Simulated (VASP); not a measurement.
# Al16AsN15 (a cell with a defect) in VASP: electric field gradients with PBE

Aim: the electric field gradients of Al16AsN15 (a cell with a defect) with PBE.

All numbers are computed with VASP 6.6.1; they aren't measurements. Logs are shortened: lines on timing, memory, paths and dates and some standing lists are left out, and cuts for length are marked.

**1. The cell of the first run**

The cell holds a defect, 32 atoms: a = 6.226 Å, b = 6.226 Å, c = 9.962 Å, α = 90.00°, β = 90.00°, γ = 120.00°.

**2. Electric field gradients, PBE**

INCAR reads:

```
ALGO = Normal ; EDIFF = 1E-8
ENCUT = 520 ; GGA = PE
ISIF = 2 ; ISMEAR = -1
LASPH = T ; LCHARG = F
LEFG = T ; LREAL = Auto
LWAVE = F ; NBANDS = 86
NELM = 80 ; PREC = Accurate
SIGMA = 0.01
```

KPOINTS reads:

```
k-points
0
Gamma
  4 4 2
```

POSCAR reads:

```
Al16AsN15
1.0
    6.2260000000      0.0000000000      0.0000000000
   -3.1130000000      5.3918741640      0.0000000000
    0.0000000000      0.0000000000      9.9620000000
Al As N
16 1 15
Direct
    0.1666666666      0.3333333334      0.0000000000
    0.1666666666      0.3333333334      0.5000000000
    0.1666666666      0.8333333334      0.0000000000
    0.1666666666      0.8333333334      0.5000000000
    0.6666666666      0.3333333334      0.0000000000
    0.6666666666      0.3333333334      0.5000000000
    0.6666666666      0.8333333334      0.0000000000
    0.6666666666      0.8333333334      0.5000000000
    0.3333333334      0.1666666666      0.2500000000
    0.3333333334      0.1666666666      0.7500000000
    0.3333333334      0.6666666666      0.2500000000
    0.3333333334      0.6666666666      0.7500000000
    0.8333333334      0.1666666666      0.2500000000
    0.8333333334      0.1666666666      0.7500000000
    0.8333333334      0.6666666666      0.2500000000
    0.8333333334      0.6666666666      0.7500000000
    0.1666666666      0.3333333334      0.1900000000
    0.1666666666      0.3333333334      0.6900000000
    0.1666666666      0.8333333334      0.1900000000
    0.1666666666      0.8333333334      0.6900000000
    0.6666666666      0.3333333334      0.1900000000
    0.6666666666      0.3333333334      0.6900000000
    0.6666666666      0.8333333334      0.1900000000
    0.6666666666      0.8333333334      0.6900000000
    0.3333333334      0.1666666666      0.4400000000
    0.3333333334      0.1666666666      0.9400000000
    0.3333333334      0.6666666666      0.4400000000
    0.3333333334      0.6666666666      0.9400000000
    0.8333333334      0.1666666666      0.4400000000
    0.8333333334      0.1666666666      0.9400000000
    0.8333333334      0.6666666666      0.4400000000
    0.8333333334      0.6666666666      0.9400000000
```

Potentials or basis: VASP PAW PBE potentials, release 64 (Al, As, N).

Started as:

```sh
> cat potpaw_PBE.64/Al/POTCAR potpaw_PBE.64/As/POTCAR potpaw_PBE.64/N/POTCAR > POTCAR
> mpirun -np 1 vasp_std > vasp.out
```

OUTCAR:

```text
EDIFF = 1E-8
   ENCUT = 520
   GGA = PE
   ISIF = 2
   ISMEAR = -1
   LASPH = T
   LREAL = Auto
   NELM = 80
   PREC = Accurate

 ion  position               nearest neighbor table
   1  0.167  0.333  0.000-  17 1.89  30 1.89  28 1.89  26 1.89  13 3.07  14 3.07  11 3.07  12 3.07
                             9 3.07  10 3.07   5 3.11   5 3.11   7 3.11   3 3.11   3 3.11   7 3.11
   2  0.167  0.333  0.500-  18 1.89  29 1.89  27 1.89  25 1.89  13 3.07  14 3.07  11 3.07  12 3.07
                             9 3.07  10 3.07  17 3.09   6 3.11   6 3.11   4 3.11   4 3.11   8 3.11
   3  0.167  0.833  0.000-  19 1.89  32 1.89  26 1.89  28 1.89  15 3.07  16 3.07   9 3.07  10 3.07
                            11 3.07  12 3.07   7 3.11   7 3.11   1 3.11   1 3.11   5 3.11   5 3.11
   4  0.167  0.833  0.500-  20 1.89  31 1.89  25 1.89  27 1.89  15 3.07  16 3.07   9 3.07  10 3.07
                            11 3.07  12 3.07   8 3.11   8 3.11   2 3.11   2 3.11   6 3.11   6 3.11
   5  0.667  0.333  0.000-  21 1.89  26 1.89  32 1.89  30 1.89   9 3.07  10 3.07  15 3.07  16 3.07
                            13 3.07  14 3.07   1 3.11   1 3.11   7 3.11   7 3.11   3 3.11   3 3.11
   6  0.667  0.333  0.500-  22 1.89  25 1.89  31 1.89  29 1.89   9 3.07  10 3.07  15 3.07  16 3.07
                            13 3.07  14 3.07   2 3.11   2 3.11   8 3.11   8 3.11   4 3.11   4 3.11
   7  0.667  0.833  0.000-  23 1.89  28 1.89  30 1.89  32 1.89  11 3.07  12 3.07  13 3.07  14 3.07
                            15 3.07  16 3.07   3 3.11   3 3.11   5 3.11   5 3.11   1 3.11   1 3.11
   8  0.667  0.833  0.500-  24 1.89  27 1.89  29 1.89  31 1.89  11 3.07  12 3.07  13 3.07  14 3.07
                            15 3.07  16 3.07   4 3.11   4 3.11   6 3.11   6 3.11   2 3.11   2 3.11
   9  0.333  0.167  0.250-  25 1.89  21 1.89  19 1.89  17 1.89   5 3.07   6 3.07   3 3.07   4 3.07
                             1 3.07   2 3.07  13 3.11  13 3.11  15 3.11  11 3.11  11 3.11  15 3.11
  10  0.333  0.167  0.750-  26 1.89  22 1.89  20 1.89  18 1.89   5 3.07   6 3.07   3 3.07   4 3.07
                             1 3.07   2 3.07  14 3.11  14 3.11  16 3.11  12 3.11  12 3.11  16 3.11
  11  0.333  0.667  0.250-  27 1.89  23 1.89  17 1.89  19 1.89   7 3.07   8 3.07   1 3.07   2 3.07
                             3 3.07   4 3.07  15 3.11  15 3.11   9 3.11   9 3.11  13 3.11  13 3.11
  12  0.333  0.667  0.750-  28 1.89  24 1.89  18 1.89  20 1.89   7 3.07   8 3.07   1 3.07   2 3.07
                             3 3.07   4 3.07  16 3.11  16 3.11  10 3.11  10 3.11  14 3.11  14 3.11
  13  0.833  0.167  0.250-  29 1.89  17 1.89  23 1.89  21 1.89   1 3.07   2 3.07   7 3.07   8 3.07
                             5 3.07   6 3.07   9 3.11   9 3.11  15 3.11  15 3.11  11 3.11  11 3.11
  14  0.833  0.167  0.750-  30 1.89  18 1.89  24 1.89  22 1.89   1 3.07   2 3.07   7 3.07   8 3.07
                             5 3.07   6 3.07  10 3.11  10 3.11  16 3.11  16 3.11  12 3.11  12 3.11
  15  0.833  0.667  0.250-  31 1.89  19 1.89  21 1.89  23 1.89   3 3.07   4 3.07   5 3.07   6 3.07
                             7 3.07   8 3.07  11 3.11  11 3.11  13 3.11  13 3.11   9 3.11   9 3.11
  16  0.833  0.667  0.750-  32 1.89  20 1.89  22 1.89  24 1.89   3 3.07   4 3.07   5 3.07   6 3.07
                             7 3.07   8 3.07  12 3.11  12 3.11  14 3.11  14 3.11  10 3.11  10 3.11
  17  0.167  0.333  0.190-   1 1.89  13 1.89  11 1.89   9 1.89   2 3.09
  18  0.167  0.333  0.690-   2 1.89  14 1.89  12 1.89  10 1.89
  19  0.167  0.833  0.190-   3 1.89  15 1.89   9 1.89  11 1.89
  20  0.167  0.833  0.690-   4 1.89  16 1.89  10 1.89  12 1.89
  21  0.667  0.333  0.190-   5 1.89   9 1.89  15 1.89  13 1.89
  22  0.667  0.333  0.690-   6 1.89  10 1.89  16 1.89  14 1.89
  23  0.667  0.833  0.190-   7 1.89  11 1.89  13 1.89  15 1.89
  24  0.667  0.833  0.690-   8 1.89  12 1.89  14 1.89  16 1.89
  25  0.333  0.167  0.440-   9 1.89   6 1.89   4 1.89   2 1.89
  26  0.333  0.167  0.940-  10 1.89   5 1.89   3 1.89   1 1.89
  27  0.333  0.667  0.440-  11 1.89   8 1.89   2 1.89   4 1.89
  28  0.333  0.667  0.940-  12 1.89   7 1.89   1 1.89   3 1.89
  29  0.833  0.167  0.440-  13 1.89   2 1.89   8 1.89   6 1.89
  30  0.833  0.167  0.940-  14 1.89   1 1.89   7 1.89   5 1.89
  31  0.833  0.667  0.440-  15 1.89   4 1.89   6 1.89   8 1.89
  32  0.833  0.667  0.940-  16 1.89   3 1.89   5 1.89   7 1.89

  LATTYP: Found a hexagonal cell.
 ALAT       =     6.2260000000
 C/A-ratio  =     1.6000642467

  Lattice vectors:

 A1 = (   6.2260000000,   0.0000000000,   0.0000000000)
 A2 = (  -3.1130000000,   5.3918741640,   0.0000000000)
 A3 = (   0.0000000000,   0.0000000000,   9.9620000000)

Analysis of symmetry for initial positions (statically):
=====================================================================
 Subroutine PRICEL returns:
 Original cell was already a primitive cell.

 Routine SETGRP: Setting up the symmetry group for a
 hexagonal supercell.

 Subroutine GETGRP returns: Found  6 space group operations
 (whereof  2 operations were pure point group operations)
 out of a pool of 24 trial point group operations.

[... 184 lines left out ...]
   GGA     = PE    functional components
   LHFCALC =     F    Hartree Fock is set to
   AEXX    =    0.0000 exact exchange contribution
   IVDW    =     0    specifies the selected vdW correction
   LEPSILON=     F    determine dielectric tensor
   LRPA    =     F    only Hartree local field effects (RPA)
 non-spin polarized calculation
  energy-cutoff  :      520.00
  volume of cell :      334.42
 maximum number of plane-waves:      9043
 NGX is ok and might be reduce to    48
   NGX = 23   NGY = 23   NGZ = 37

 number of electron     127.9999977 magnetization

 Free energy of the ion-electron system (eV)
  ---------------------------------------------------
  ext. energy  EPLUGINS =         0.00000000
  ---------------------------------------------------
  free energy    TOTEN  =      -221.48934078 eV

  energy without entropy =     -221.48934078  energy(sigma->0) =     -221.48934078

 E-fermi :   6.8012     XC(G=0): -11.0084

 val. band max:        6.5936624187   @ k =   0.0000   0.0000   0.0000
 cond. band min:      10.8514278844   @ k =   0.0000   0.0000   0.5000
 fundamental gap:      4.2577654657
 Fermi energy:         6.8011966461

 k-point     1 :       0.0000    0.0000    0.0000
  band No.  band energies     occupation
      1      -8.7582      2.00000
      2      -7.8374      2.00000
      3      -7.8292      2.00000
      4      -6.7477      2.00000
      5      -6.7477      2.00000
      6      -6.6896      2.00000
[... 621 lines left out ...]
     75      13.4246      0.00000
     76      13.5514      0.00000
 [bands above 76 left out]

------------------------ aborting loop because EDIFF is reached ----------------------------------------

  FORCE on cell =-STRESS in cart. coord.  units (eV):
  Direction    XX          YY          ZZ          XY          YZ          ZX
  --------------------------------------------------------------------------------------
  -------------------------------------------------------------------------------------
  Total       40.8959352     40.8959352     44.5554442     -0.0000000     -0.0000000     -0.0000000
  in kB      195.9274674    195.9274674    213.4597315     -0.0000000     -0.0000000     -0.0000000
  external PRESSURE =     201.7715554 kB  Pullay stress =       0.0000000 kB

 VOLUME and BASIS-vectors are now :
 -----------------------------------------------------------------------------
  energy-cutoff  :      520.00
  volume of cell :      334.42
      direct lattice vectors                 reciprocal lattice vectors
     6.226000000  0.000000000  0.000000000     0.160616768  0.092732134  0.000000000
    -3.113000000  5.391874164  0.000000000     0.000000000  0.185464269  0.000000000
     0.000000000  0.000000000  9.962000000     0.000000000  0.000000000  0.100381450

 POSITION                                       TOTAL-FORCE (eV/Angst)
 -----------------------------------------------------------------------------------
     -0.00000      1.79729      0.00000         0.000000     -0.000000    -12.311995
     -0.00000      1.79729      4.98100         0.000000     -0.000000      0.083910
     -1.55650      4.49323      0.00000         0.019955      0.011521     -0.180450
     -1.55650      4.49323      4.98100         0.035230      0.020340     -0.096352
      3.11300      1.79729      0.00000         0.000000     -0.023042     -0.180450
      3.11300      1.79729      4.98100         0.000000     -0.040681     -0.096352
[... 24 lines left out ...]
      3.11300      3.59458      4.38328         0.000000     -0.000000      0.101637
      3.11300      3.59458      9.36428         0.000000     -0.000000      0.153271
 -----------------------------------------------------------------------------------
    total drift:                               -0.000002     -0.000000      0.011930

  FREE ENERGIE OF THE ION-ELECTRON SYSTEM (eV)
  ---------------------------------------------------
  free  energy   TOTEN  =      -221.4893407799 eV

  energy  without entropy=     -221.4893407799  energy(sigma->0) =     -221.48934078

 Electric field gradients (V/A^2)
---------------------------------------------------------------------
 ion       V_xx      V_yy      V_zz      V_xy      V_xz      V_yz
---------------------------------------------------------------------
   1      20.342    20.342   -40.684    -0.000     0.000    -0.000
   2      -1.268    -1.268     2.537    -0.000     0.000    -0.000
   3      -1.264    -1.369     2.633     0.091     0.014     0.008
   4      -1.410    -1.264     2.674    -0.126    -0.122    -0.070
   5      -1.422    -1.211     2.633    -0.000     0.000    -0.017
   6      -1.191    -1.482     2.674    -0.000     0.000     0.141
[... 24 lines left out ...]
  31       0.272     0.271    -0.543    -0.000     0.000    -0.000
  32       0.313     0.313    -0.626    -0.000     0.000    -0.000
---------------------------------------------------------------------

 Electric field gradients after diagonalization (V/A^2)
 (convention: |V_zz| > |V_xx| > |V_yy|)
----------------------------------------------------------------------
 ion       V_xx      V_yy      V_zz     asymmetry (V_yy - V_xx)/ V_zz
----------------------------------------------------------------------
   1      20.342    20.342   -40.684       0.000
   2      -1.268    -1.268     2.537       0.000
   3      -1.422    -1.211     2.633       0.080
   4      -1.487    -1.191     2.678       0.110
   5      -1.422    -1.211     2.633       0.080
   6      -1.487    -1.191     2.678       0.110
[... 24 lines left out ...]
  31       0.272     0.271    -0.543       0.001
  32       0.313     0.313    -0.626       0.001
----------------------------------------------------------------------

           NMR quadrupolar parameters

 Cq : quadrupolar parameter    Cq=e*Q*V_zz/h
 eta: asymmetry parameters     (V_yy - V_xx)/ V_zz
 Q  : nuclear electric quadrupole moment in mb (millibarn)
----------------------------------------------------------------------
 ion       Cq(MHz)       eta       Q (mb)
----------------------------------------------------------------------
   1      -0.098       0.000       1.000
   2       0.006       0.000       1.000
   3       0.006       0.080       1.000
   4       0.006       0.110       1.000
   5       0.006       0.080       1.000
   6       0.006       0.110       1.000
[... 24 lines left out ...]
  31      -0.001       0.001       1.000
  32      -0.002       0.001       1.000
----------------------------------------------------------------------
```

Wall time 8 min (1 thread of Intel Xeon Platinum 8488C (Sapphire Rapids), shared host); peak memory 0.51 GiB.

Results:

```yaml
Free_energy: -221.4893 eV
Pressure: 20.2 GPa
Largest_force: 12.312 eV/Å
Band_gap_on_the_k_mesh: 4.26 eV
```

Forces in eV/Å, atoms in the order of the input:
```
Al    0.000   0.000 -12.312
Al    0.000   0.000   0.084
Al    0.020   0.012  -0.180
Al    0.035   0.020  -0.096
Al    0.000  -0.023  -0.180
Al    0.000  -0.041  -0.096
Al   -0.020   0.012  -0.180
Al   -0.035   0.020  -0.096
Al    9.936  -5.737   3.731
Al    0.025  -0.015  -0.149
Al    0.000  11.474   3.731
Al    0.000   0.029  -0.149
Al   -9.936  -5.737   3.731
Al   -0.025  -0.015  -0.149
Al    0.000   0.000  -0.090
Al    0.000   0.000  -0.153
As    0.000   0.000   0.716
N     0.000   0.000   0.135
N     0.033   0.019   0.121
N    -0.025  -0.014   0.137
N     0.000  -0.038   0.121
N     0.000   0.028   0.137
N    -0.033   0.019   0.121
N     0.025  -0.014   0.137
N     0.152  -0.088   0.349
N     0.123  -0.071  -0.125
N     0.000   0.176   0.349
N     0.000   0.142  -0.125
N    -0.152  -0.088   0.349
N    -0.123  -0.071  -0.125
N     0.000   0.000   0.102
N     0.000   0.000   0.153
```

Levels at points of the mesh, in eV from the valence-band top:
```
           k point  band 62  band 63  band 64  band 65  band 66  band 67
(0.00, 0.00, 0.00)    -0.04    -0.04     0.00     4.28     4.45     4.45
(0.50, 0.00, 0.00)    -0.52    -0.33    -0.24     5.05     5.23     5.76
(0.00, 0.00, 0.50)    -0.41    -0.06    -0.06     4.26     4.26     4.68
(0.50, 0.00, 0.50)    -0.69    -0.42    -0.34     5.28     5.34     5.70
```

Electric field gradients, principal values (V/Å²):
| atom | least | middle | greatest (by size) |
| --- | --- | --- | --- |
| 1 Al | 20.342 | 20.342 | -40.684 |
| 2 Al | -1.268 | -1.268 | 2.537 |
| 3 Al | -1.211 | -1.422 | 2.633 |
| 4 Al | -1.191 | -1.487 | 2.678 |
| 5 Al | -1.211 | -1.422 | 2.633 |
| 6 Al | -1.191 | -1.487 | 2.678 |
| 7 Al | -1.211 | -1.422 | 2.633 |
| 8 Al | -1.191 | -1.487 | 2.678 |
| 9 Al | 19.547 | 23.658 | -43.205 |
| 10 Al | -1.225 | -1.241 | 2.466 |
| 11 Al | 19.547 | 23.658 | -43.205 |
| 12 Al | -1.225 | -1.241 | 2.466 |
| 13 Al | 19.547 | 23.658 | -43.205 |
| 14 Al | -1.225 | -1.241 | 2.466 |
| 15 Al | -1.238 | -1.238 | 2.476 |
| 16 Al | -1.403 | -1.403 | 2.806 |
| 17 As | -3.431 | -3.432 | 6.863 |
| 18 N | 0.136 | 0.136 | -0.272 |
| 19 N | 1.660 | 2.322 | -3.982 |
| 20 N | 0.095 | 0.288 | -0.383 |
| 21 N | 1.660 | 2.322 | -3.982 |
| 22 N | 0.095 | 0.288 | -0.383 |
| 23 N | 1.660 | 2.322 | -3.982 |
| 24 N | 0.096 | 0.287 | -0.383 |
| 25 N | 1.160 | 1.450 | -2.610 |
| 26 N | 0.810 | 1.852 | -2.663 |
| 27 N | 1.160 | 1.450 | -2.610 |
| 28 N | 0.810 | 1.853 | -2.663 |
| 29 N | 1.160 | 1.450 | -2.610 |
| 30 N | 0.810 | 1.853 | -2.663 |
| 31 N | 0.271 | 0.272 | -0.543 |
| 32 N | 0.313 | 0.313 | -0.626 |

Caveat: without QUAD_EFG the Cq values of the log hold for a quadrupole moment of 1 mb, not for the nuclei.
